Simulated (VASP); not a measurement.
# NbC4 (Fd-3m) in VASP: further runs

NbC4 is run at these levels: PBE; tasks: single point, relaxation of cell and atoms.

All numbers are computed with VASP 6.6.1; they aren't measurements. Logs are shortened: lines on timing, memory, paths and dates and some standing lists are left out, and cuts for length are marked.

## Step 1: The cell of the first run

It takes space group Fd-3m (No. 227, cubic). The conventional cell has a = 8.950 Å, b = 8.950 Å, c = 8.950 Å, α = 90.00°, β = 90.00°, γ = 90.00°. Nb (site symmetry -43m) has 4 C at 1.94 Å within 2.6 Å. Within 4.2 Å of C (site symmetry -3m) lie 12 C at 3.16 Å and 6 Nb at 3.71 Å. Within 2.6 Å of C (site symmetry -3m) lie 2 Nb at 1.94 Å.

The cell was generated, and may not be a known phase.

## Step 2: Single point, PBE

Input file INCAR:

```
SYSTEM = NbC4
ALGO = Normal
EDIFF = 1E-6
ENCUT = 520
GGA = PE
ISIF = 2
ISMEAR = 0
LASPH = .TRUE.
LCHARG = .FALSE.
LREAL = .FALSE.
LWAVE = .FALSE.
NBANDS = 40
NELM = 60
PREC = Accurate
SIGMA = 0.1
```

Input file KPOINTS:

```
k-points
0
G
  4 4 4
  0 0 0
```

Input file POSCAR:

```
NbC4
1.0
    0.0000000000      4.4747759230      4.4747759230
    4.4747759230      0.0000000000      4.4747759230
    4.4747759230      4.4747759230      0.0000000000
Nb C
2 8
Direct
    0.0000000000      0.0000000000      0.0000000000
    0.2500000000      0.2500000000      0.2500000000
    0.6250000000      0.6250000000      0.6250000000
    0.6250000000      0.6250000000      0.1250000000
    0.6250000000      0.1250000000      0.6250000000
    0.1250000000      0.6250000000      0.6250000000
    0.1250000000      0.1250000000      0.1250000000
    0.1250000000      0.1250000000      0.6250000000
    0.1250000000      0.6250000000      0.1250000000
    0.6250000000      0.1250000000      0.1250000000
```

Potentials or basis: VASP PAW PBE potentials, release 64 (Nb_sv, C).

Run with:

```
$ cat potpaw_PBE.64/Nb_sv/POTCAR potpaw_PBE.64/C/POTCAR > POTCAR
$ mpirun -np 1 vasp_std > vasp.out
```

OUTCAR:

```text
SYSTEM = NbC4
   EDIFF = 1E-6
   ENCUT = 520
   GGA = PE
   ISIF = 2
   ISMEAR = 0
   LASPH = .TRUE.
   LREAL = .FALSE.
   NELM = 60
   PREC = Accurate

 ion  position               nearest neighbor table
   1  0.000  0.000  0.000-   7 1.94   8 1.94   9 1.94  10 1.94
   2  0.250  0.250  0.250-   7 1.94   8 1.94   9 1.94  10 1.94
   3  0.625  0.625  0.625-
   4  0.625  0.625  0.125-
   5  0.625  0.125  0.625-
   6  0.125  0.625  0.625-
   7  0.125  0.125  0.125-   1 1.94   2 1.94
   8  0.125  0.125  0.625-   1 1.94   2 1.94
   9  0.125  0.625  0.125-   1 1.94   2 1.94
  10  0.625  0.125  0.125-   1 1.94   2 1.94

  LATTYP: Found a face centered cubic cell.
 ALAT       =     8.9495518460

  Lattice vectors:

 A1 = (   0.0000000000,   4.4747759230,   4.4747759230)
 A2 = (   4.4747759230,   0.0000000000,   4.4747759230)
 A3 = (   4.4747759230,   4.4747759230,   0.0000000000)

Analysis of symmetry for initial positions (statically):
=====================================================================
 Subroutine PRICEL returns:
 Original cell was already a primitive cell.

 Routine SETGRP: Setting up the symmetry group for a
 face centered cubic supercell.

 Subroutine GETGRP returns: Found 48 space group operations
 (whereof 24 operations were pure point group operations)
 out of a pool of 48 trial point group operations.

The static configuration has the point symmetry T_d .
 The point group associated with its full space group is O_h .

Analysis of symmetry for dynamics (positions and initial velocities):
=====================================================================
 Subroutine PRICEL returns:
 Original cell was already a primitive cell.

 Routine SETGRP: Setting up the symmetry group for a
 face centered cubic supercell.

 Subroutine GETGRP returns: Found 48 space group operations
 (whereof 24 operations were pure point group operations)
 out of a pool of 48 trial point group operations.

The dynamic configuration has the point symmetry T_d .
 The point group associated with its full space group is O_h .

 Subroutine INISYM returns: Found 48 space group operations
 (whereof 24 operations are pure point group operations),
 and found     1 'primitive' translations

----------------------------------------------------------------------------------------

                                     Primitive cell

  volume of cell :     179.2024

  direct lattice vectors                    reciprocal lattice vectors
     0.000000000  4.474775923  4.474775923    -0.111737439  0.111737439  0.111737439
     4.474775923  0.000000000  4.474775923     0.111737439 -0.111737439  0.111737439
     4.474775923  4.474775923  0.000000000     0.111737439  0.111737439 -0.111737439

  length of vectors
     6.328288799  6.328288799  6.328288799     0.193534921  0.193534921  0.193534921

  position of ions in fractional coordinates (direct lattice)
     0.000000000  0.000000000  0.000000000
     0.250000000  0.250000000  0.250000000
     0.625000000  0.625000000  0.625000000
     0.625000000  0.625000000  0.125000000
     0.625000000  0.125000000  0.625000000
     0.125000000  0.625000000  0.625000000
     0.125000000  0.125000000  0.125000000
     0.125000000  0.125000000  0.625000000
     0.125000000  0.625000000  0.125000000
     0.625000000  0.125000000  0.125000000

  ion indices of the primitive-cell ions
   primitive index   ion index
                 1           1
                 2           2
                 3           3
                 4           4
                 5           5
                 6           6
                 7           7
                 8           8
                 9           9
                10          10

----------------------------------------------------------------------------------------

 KPOINTS: k-points

Automatic generation of k-mesh.
 Grid dimensions read from file:
 generate k-points for:    4    4    4

 Generating k-lattice:

  Cartesian coordinates                     Fractional coordinates (reciprocal lattice)
    -0.027934360  0.027934360  0.027934360     0.250000000  0.000000000  0.000000000
     0.027934360 -0.027934360  0.027934360     0.000000000  0.250000000  0.000000000
     0.027934360  0.027934360 -0.027934360     0.000000000  0.000000000  0.250000000

  Length of vectors
     0.048383730  0.048383730  0.048383730

  Shift w.r.t. Gamma in fractional coordinates (k-lattice)
     0.000000000  0.000000000  0.000000000

 Subroutine IBZKPT returns following result:
 ===========================================

 Found      8 irreducible k-points:

 Following reciprocal coordinates:
            Coordinates               Weight
  0.000000  0.000000  0.000000      1.000000
  0.250000  0.000000  0.000000      8.000000
  0.500000  0.000000  0.000000      4.000000
  0.250000  0.250000  0.000000      6.000000
  0.500000  0.250000  0.000000     24.000000
 -0.250000  0.250000  0.000000     12.000000
[... 67 lines left out ...]

 E-fermi :   1.7776     XC(G=0):  -9.1339

 val. band max:        1.7689750551   @ k =   0.2500   0.2500   0.0000
 cond. band min:       1.8197288891   @ k =   0.5000   0.0000   0.0000
 fundamental gap:      0.0507538340
 Fermi energy:         1.7776034936

 k-point     1 :       0.0000    0.0000    0.0000
  band No.  band energies     occupation
      1     -52.0218      2.00000
      2     -52.0202      2.00000
      3     -28.3593      2.00000
      4     -28.3593      2.00000
      5     -28.3593      2.00000
      6     -28.3272      2.00000
[... 32 lines left out ...]
     39       3.6288      0.00000
     40       3.6339      0.00000

 k-point     2 :       0.2500    0.0000    0.0000
  band No.  band energies     occupation
      1     -52.0216      2.00000
      2     -52.0204      2.00000
      3     -28.3615      2.00000
      4     -28.3615      2.00000
      5     -28.3596      2.00000
      6     -28.3270      2.00000
[... 32 lines left out ...]
     39       3.4590      0.00000
     40       3.4590      0.00000

 k-point     3 :       0.5000    0.0000    0.0000
  band No.  band energies     occupation
      1     -52.0214      2.00000
      2     -52.0206      2.00000
      3     -28.3635      2.00000
      4     -28.3635      2.00000
      5     -28.3599      2.00000
      6     -28.3269      2.00000
[... 32 lines left out ...]
     39       3.2497      0.00000
     40       3.2497      0.00000

 k-point     4 :       0.2500    0.2500    0.0000
  band No.  band energies     occupation
      1     -52.0216      2.00000
      2     -52.0204      2.00000
      3     -28.3639      2.00000
      4     -28.3639      2.00000
      5     -28.3547      2.00000
      6     -28.3320      2.00000
[... 32 lines left out ...]
     39       3.3885      0.00000
     40       3.3885      0.00000

 k-point     5 :       0.5000    0.2500    0.0000
  band No.  band energies     occupation
      1     -52.0213      2.00000
      2     -52.0207      2.00000
      3     -28.3673      2.00000
      4     -28.3657      2.00000
      5     -28.3514      2.00000
      6     -28.3353      2.00000
[... 32 lines left out ...]
     39       3.0903      0.00000
     40       3.1879      0.00000

 k-point     6 :      -0.2500    0.2500    0.0000
  band No.  band energies     occupation
      1     -52.0214      2.00000
      2     -52.0206      2.00000
      3     -28.3668      2.00000
      4     -28.3635      2.00000
      5     -28.3546      2.00000
      6     -28.3320      2.00000
[... 32 lines left out ...]
     39       3.1265      0.00000
     40       3.3504      0.00000

 k-point     7 :       0.5000    0.5000    0.0000
  band No.  band energies     occupation
      1     -52.0210      2.00000
      2     -52.0210      2.00000
      3     -28.3677      2.00000
      4     -28.3677      2.00000
      5     -28.3434      2.00000
      6     -28.3434      2.00000
[... 32 lines left out ...]
     39       3.0499      0.00000
     40       3.0499      0.00000

 k-point     8 :      -0.2500    0.5000    0.2500
  band No.  band energies     occupation
      1     -52.0210      2.00000
      2     -52.0210      2.00000
      3     -28.3678      2.00000
      4     -28.3678      2.00000
      5     -28.3434      2.00000
      6     -28.3434      2.00000
[... 32 lines left out ...]
     39       2.9835      0.00000
     40       2.9835      0.00000

------------------------ aborting loop because EDIFF is reached ----------------------------------------

  FORCE on cell =-STRESS in cart. coord.  units (eV):
  Direction    XX          YY          ZZ          XY          YZ          ZX
  --------------------------------------------------------------------------------------
  -------------------------------------------------------------------------------------
  Total        0.0159545      0.0159545      0.0159545      0.0000000     -0.0000000      0.0000000
  in kB        0.1426426      0.1426426      0.1426426      0.0000000     -0.0000000      0.0000000
  external PRESSURE =       0.1426426 kB  Pullay stress =       0.0000000 kB

 VOLUME and BASIS-vectors are now :
 -----------------------------------------------------------------------------
  energy-cutoff  :      520.00
  volume of cell :      179.20
      direct lattice vectors                 reciprocal lattice vectors
     0.000000000  4.474775923  4.474775923    -0.111737439  0.111737439  0.111737439
     4.474775923  0.000000000  4.474775923     0.111737439 -0.111737439  0.111737439
     4.474775923  4.474775923  0.000000000     0.111737439  0.111737439 -0.111737439

 POSITION                                       TOTAL-FORCE (eV/Angst)
 -----------------------------------------------------------------------------------
      0.00000      0.00000      0.00000         0.000000      0.000000     -0.000000
      2.23739      2.23739      2.23739        -0.000000     -0.000000      0.000000
      5.59347      5.59347      5.59347         0.000000      0.000000     -0.000000
      3.35608      3.35608      5.59347         0.000000      0.000000     -0.000000
      3.35608      5.59347      3.35608         0.000000      0.000000      0.000000
      5.59347      3.35608      3.35608         0.000000      0.000000     -0.000000
      1.11869      1.11869      1.11869         0.000000      0.000000     -0.000000
      3.35608      3.35608      1.11869         0.000000      0.000000      0.000000
      3.35608      1.11869      3.35608         0.000000      0.000000      0.000000
      1.11869      3.35608      3.35608         0.000000      0.000000     -0.000000
 -----------------------------------------------------------------------------------
    total drift:                               -0.000000      0.000000      0.000000

  FREE ENERGIE OF THE ION-ELECTRON SYSTEM (eV)
  ---------------------------------------------------
  free  energy   TOTEN  =       -55.7394305324 eV

  energy  without entropy=      -55.6976571042  energy(sigma->0) =      -55.71854382
```

Run time: 48 s. Hardware: 1 thread of Intel Xeon 6975P-C (Granite Rapids), shared host; peak memory 0.32 GiB.

What came out:

| Property | Result |
| --- | --- |
| Free energy | -55.7394 eV |
| Pressure | 0.0 GPa |
| Band gap on the k mesh | zero (bands 29 and 30 overlap by 1.14 eV) |

Levels at points of the mesh, in eV from the Fermi level:
```
           k point  band 27  band 28  band 29  band 30  band 31  band 32
(0.00, 0.00, 0.00)     0.39     0.39     0.45     0.45     0.45     0.97
(0.50, 0.00, 0.00)    -0.66    -0.66    -0.18     0.04     0.04     0.07
(0.50, 0.50, 0.00)    -1.03    -1.03    -0.08    -0.08    -0.01    -0.01
```

## Step 3: Relaxation of cell and atoms, PBE

This run uses another cell than the first one, of 12.88 Å³/atom.

Input file INCAR:

```
ALGO = Normal ; EDIFF = 1E-6
EDIFFG = -0.04 ; ENCUT = 600
GGA = PE ; IBRION = 2
ISIF = 3 ; ISMEAR = 0
LASPH = True ; LCHARG = False
LREAL = False ; LWAVE = False
NELM = 100 ; NSW = 90
PREC = Accurate ; SIGMA = 0.1
```

Input file KPOINTS:

```
k-points
0
Gamma
  4 4 4
```

POSCAR, as its differences from that of step 2:

```diff
@@ -2,5 +2,5 @@
 1.0
-    0.0000000000      4.4747759230      4.4747759230
-    4.4747759230      0.0000000000      4.4747759230
-    4.4747759230      4.4747759230      0.0000000000
+    0.0000000000      4.0086293700      4.0086293700
+    4.0086293700      0.0000000000      4.0086293700
+    4.0086293700      4.0086293700      0.0000000000
 Nb C
```

Potentials or basis: VASP PAW PBE potentials, release 64 (Nb_sv, C).

Run with:

```
$ cat potpaw_PBE.64/Nb_sv/POTCAR potpaw_PBE.64/C/POTCAR > POTCAR
$ mpirun -np 1 vasp_std > vasp.out
```

It took 2.4 min on 1 thread of Intel Xeon 6975P-C (Granite Rapids), shared host; peak memory 0.34 GiB.

Results (log left out):

```yaml
Free_energy: -55.7086 eV
Relaxed_volume: 17.86 Å³/atom
Relaxed_cell: a = 6.321 Å, b = 6.321 Å, c = 6.321 Å, α = 60.00°, β = 60.00°, γ = 60.00°
Space_group_after_relaxing_to_0.1_Å: Fd-3m (No. 227)
Energy_gained_by_relaxing: 571.6 meV/atom
Ionic_steps: 3
Pressure_after_relaxing: 0.2 GPa
Band_gap_on_the_k_mesh: zero (bands 29 and 30 overlap by 1.14 eV)
```

Step by step:
| step | energy change (eV) | largest force (eV/Å) | pressure (GPa) | volume (Å³) |
| --- | --- | --- | --- | --- |
| 1 | 0.0000 | 0.0000 | 46.06 | 128.83 |
| 2 | -4.5525 | 0.0000 | -10.36 | 210.96 |
| 3 | -5.7164 | 0.0000 | 0.18 | 178.60 |

Final structure:
```
Nb C
1.0
     0.00000    4.46976    4.46976
     4.46976    0.00000    4.46976
     4.46976    4.46976    0.00000
Nb C
2 8
Direct
  0.00000 0.00000 0.00000
  0.25000 0.25000 0.25000
  0.62500 0.62500 0.62500
  0.62500 0.62500 0.12500
  0.62500 0.12500 0.62500
  0.12500 0.62500 0.62500
  0.12500 0.12500 0.12500
  0.12500 0.12500 0.62500
  0.12500 0.62500 0.12500
  0.62500 0.12500 0.12500
```

Levels at points of the mesh, in eV from the Fermi level:
```tsv
k point	band 25	band 26	band 27	band 28	band 29	band 30	band 31	band 32	band 33	band 34
(0.00, 0.00, 0.00)	-1.76	-1.76	0.39	0.39	0.45	0.45	0.45	0.97	0.97	0.97
(0.50, 0.00, 0.00)	-1.60	-0.87	-0.66	-0.66	-0.18	0.04	0.04	0.07	0.33	0.33
(0.50, 0.50, 0.00)	-1.70	-1.70	-1.03	-1.03	-0.08	-0.08	-0.01	-0.01	0.47	0.47
```

Caveat: the volume moved by over 15 % at a fixed basis, so the end points are rough.

## Step 4: Single point, PBE

This run uses another cell than the first one, of 17.98 Å³/atom.

Input file INCAR:

```
PREC = Accurate
ENCUT = 520
EDIFF = 1E-6
ISMEAR = 0
SIGMA = 0.1
LREAL = F
LASPH = T
NELM = 100
ALGO = Normal
ISIF = 2
LWAVE = F
LCHARG = F
GGA = PE
NBANDS = 40
```

Input file KPOINTS:

```
Automatic mesh
0
Gamma
  8 8 8
```

Input file POSCAR:

```
NbC4
1.0
    0.0000000000      4.4800721656      4.4800721656
    4.4800721656      0.0000000000      4.4800721656
    4.4800721656      4.4800721656      0.0000000000
Nb C
2 8
Direct
    0.5000000000      0.5000000000      0.5000000000
    0.7500000000      0.7500000000      0.7500000000
    0.1250000000      0.1250000000      0.1250000000
    0.1250000000      0.1250000000      0.6250000000
    0.1250000000      0.6250000000      0.1250000000
    0.6250000000      0.1250000000      0.1250000000
    0.6250000000      0.6250000000      0.6250000000
    0.6250000000      0.6250000000      0.1250000000
    0.6250000000      0.1250000000      0.6250000000
    0.1250000000      0.6250000000      0.6250000000
```

Run with:

```
$ cat potpaw_PBE.64/Nb_sv/POTCAR potpaw_PBE.64/C/POTCAR > POTCAR
$ mpirun -np 1 vasp_std > vasp.out
```

It took 2.4 min on 1 thread of Intel Xeon 6975P-C (Granite Rapids), shared host; peak memory 0.41 GiB.

The run converged. Its results:

- Free energy: -55.7402 eV
- Pressure: -0.1 GPa
- Band gap on the k mesh: zero (bands 29 and 30 overlap by 1.14 eV)

Levels at points of the mesh, in eV from the Fermi level:
| k point | band 25 | band 26 | band 27 | band 28 | band 29 | band 30 | band 31 | band 32 | band 33 | band 34 |
| --- | --- | --- | --- | --- | --- | --- | --- | --- | --- | --- |
| (0.00, 0.00, 0.00) | -1.72 | -1.72 | 0.42 | 0.42 | 0.48 | 0.48 | 0.48 | 1.00 | 1.00 | 1.00 |
| (0.50, 0.00, 0.00) | -1.54 | -0.85 | -0.63 | -0.63 | -0.15 | 0.08 | 0.08 | 0.12 | 0.36 | 0.36 |
| (0.50, 0.50, 0.00) | -1.67 | -1.67 | -0.98 | -0.98 | -0.04 | -0.04 | 0.03 | 0.03 | 0.50 | 0.50 |

## Step 5: Relaxation of cell and atoms, PBE

Input file INCAR:

```
PREC = Accurate
ENCUT = 600
EDIFF = 1E-7
ISMEAR = 0
SIGMA = 0.1
LREAL = F
LASPH = T
NELM = 100
ALGO = Normal
ISIF = 3
LWAVE = F
LCHARG = F
GGA = PE
IBRION = 2
NSW = 100
EDIFFG = -0.01
```

Input file KPOINTS:

```
regular mesh
0
Gamma
  8 8 8
```

POSCAR, as its differences from that of step 4:

```diff
@@ -2,5 +2,5 @@
 1.0
-    0.0000000000      4.4800721656      4.4800721656
-    4.4800721656      0.0000000000      4.4800721656
-    4.4800721656      4.4800721656      0.0000000000
+    0.0000000000      4.4747759230      4.4747759230
+    4.4747759230      0.0000000000      4.4747759230
+    4.4747759230      4.4747759230      0.0000000000
 Nb C
```

Run with:

```
$ cat potpaw_PBE.64/Nb_sv/POTCAR potpaw_PBE.64/C/POTCAR > POTCAR
$ mpirun -np 1 vasp_std > vasp.out
```

Wall time 6.6 min (1 thread of Intel Xeon 6975P-C (Granite Rapids), shared host); peak memory 0.51 GiB.

The run converged. Its results:

```yaml
Free_energy: -55.7422 eV
Relaxed_volume: 17.95 Å³/atom
Relaxed_cell: a = 6.332 Å, b = 6.332 Å, c = 6.332 Å, α = 60.00°, β = 60.00°, γ = 60.00°
Space_group_after_relaxing_to_0.1_Å: Fd-3m (No. 227)
Energy_gained_by_relaxing: 0.0 meV/atom
Ionic_steps: 2
Pressure_after_relaxing: 0.0 GPa
Band_gap_on_the_k_mesh: zero (bands 29 and 30 overlap by 1.14 eV)
```

Final structure:
```
Nb C
1.0
     0.00000    4.47767    4.47767
     4.47767    0.00000    4.47767
     4.47767    4.47767    0.00000
Nb C
2 8
Direct
  0.50000 0.50000 0.50000
  0.75000 0.75000 0.75000
  0.12500 0.12500 0.12500
  0.12500 0.12500 0.62500
  0.12500 0.62500 0.12500
  0.62500 0.12500 0.12500
  0.62500 0.62500 0.62500
  0.62500 0.62500 0.12500
  0.62500 0.12500 0.62500
  0.12500 0.62500 0.62500
```

Levels at points of the mesh, in eV from the Fermi level:
```tsv
k point	band 25	band 26	band 27	band 28	band 29	band 30	band 31	band 32	band 33	band 34
(0.00, 0.00, 0.00)	-1.72	-1.72	0.43	0.43	0.48	0.48	0.48	1.01	1.01	1.01
(0.50, 0.00, 0.00)	-1.55	-0.85	-0.63	-0.63	-0.14	0.08	0.08	0.12	0.36	0.36
(0.50, 0.50, 0.00)	-1.67	-1.67	-0.98	-0.98	-0.04	-0.04	0.03	0.03	0.50	0.50
```

## Step 6: The runs side by side

| task | cell | k mesh | cutoff (eV) | gap on the mesh (eV) | pressure (GPa) | relaxed volume (Å³/atom) |
| --- | --- | --- | --- | --- | --- | --- |
| single point | a = 6.328 Å, angles 60.0°, 10 atoms | 4 × 4 × 4 | 520 | none | 0.0 | - |
| relaxation of cell and atoms | relaxed from a = 5.669 Å, angles 60.0°, 10 atoms | 4 × 4 × 4 | 600 | none | 0.2 | 17.86 |
| single point | a = 6.336 Å, angles 60.0°, 10 atoms | 8 × 8 × 8 | 520 | none | -0.1 | - |
| relaxation of cell and atoms | relaxed from a = 6.328 Å, angles 60.0°, 10 atoms | 8 × 8 × 8 | 600 | none | 0.0 | 17.95 |

Alike in all rows: level PBE; potentials or basis VASP PAW PBE potentials, release 64 (Nb_sv, C); no spin polarisation; smearing gaussian 0.1 eV.

Caveats: the volume moved by over 15 % at a fixed basis, so the end points are rough (at least some runs).

Absolute energies hang on the potentials; compare differences alone.

The gap in the log of VASP goes by the Fermi energy; the results here count the filled bands.